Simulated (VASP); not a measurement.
Here is a VASP 6.6.1 calculation.

The input INCAR:

```
  PREC = Accurate
  ENCUT = 520
  EDIFF = 1E-7
  ISMEAR = -1
  SIGMA = 0.08
  LREAL = False
  LASPH = True
  NELM = 100
  ALGO = Normal
  ISIF = 2
  LWAVE = False
  LCHARG = False
  GGA = PE
  NBANDS = 14
```

File KPOINTS:

```
regular mesh
0
Gamma
  11 11 11
```

Contents of POSCAR:

```
Br
1.0
    0.0000000000      2.6872225691      2.6872225691
    2.6872225691      0.0000000000      2.6872225691
    2.6872225691      2.6872225691      0.0000000000
Br
2
Direct
   -0.1250000000     -0.1250000000     -0.1250000000
    0.1250000000      0.1250000000      0.1250000000
```

Potentials or basis: VASP PAW PBE potentials, release 64 (Br).

Command:

```bash
$ cat potpaw_PBE.64/Br/POTCAR > POTCAR
$ mpirun -np 1 vasp_std > vasp.out
```

Task: Predict the pressure.

Result: 70.9 GPa.

Task: What does it give for the band gap on the k mesh?

Result: Zero (bands 7 and 8 overlap by 4.92 eV).

Caveat: the cell stands under pressure.
